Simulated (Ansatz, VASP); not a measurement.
**Cd: VASP beside Ansatz**

The input INCAR:

```
  PREC = Accurate
  ENCUT = 520
  EDIFF = 1E-6
  ISMEAR = 0
  SIGMA = 0.15
  LREAL = F
  LASPH = T
  NELM = 60
  ALGO = Fast
  ISIF = 2
  LWAVE = F
  LCHARG = F
  GGA = PE
  NBANDS = 12
```

KPOINTS

```
Automatic mesh
0
Gamma
  18 18 18
```

Contents of POSCAR:

```
Cd
1.0
    0.0055453744      2.2181497500      2.2181497500
    2.2236951244      0.0000000000      2.2236951244
    2.2181497500      2.2181497500      0.0055453744
Cd
1
Direct
    0.0000000000      0.0000000000      0.0000000000
```

Input for Ansatz:

```yaml
crystal:
  lattice:
    - [0.0055453744, 2.21814975, 2.21814975]
    - [2.2236951244, 0.0, 2.2236951244]
    - [2.21814975, 2.21814975, 0.0055453744]
  atoms:
    - { symbol: Cd, position: [0.0, 0.0, 0.0] }
basis:
  ecutwfc: 420
kpoints:
  mp_grid: { grid: [18, 18, 18] }
hamiltonian:
  xc: pbe
scf:
  occupations: { method: gaussian, width: 0.15 }
output:
  forces: true
  stress: true
  eigenvalues: true
```

Change from the starting cell: strain +0.0050 x Voigt [0, 0, 0, 0, 1, 0], atoms carried along.

Alike in both runs: task single point; functional PBE; k mesh 18 × 18 × 18; occupations gaussian, width 0.15 eV; no spin polarisation.

|  | VASP | Ansatz |
| --- | --- | --- |
| version | VASP 6.6.1 | Ansatz 0.2.0 |
| potentials or method | VASP PAW PBE potentials, release 64 (Cd), cutoff 520 eV | scalar-relativistic, plane waves, PAW |
| valence electrons in the cell | 12 | 20 |

Ansatz gave:

| Property | Result |
| --- | --- |
| gap on the k mesh at the Fermi level (eV) | none |
| pressure (GPa) | 2.2 |

Estimate VASP's values.

gap on the k mesh at the Fermi level (eV): none; pressure (GPa): 2.5.

A gap of «none» marks a metal or a gap that the smearing closes. VASP's potentials hold 12 valence electrons a cell and Ansatz's 20, so a difference there can come from the potentials and not from the codes.
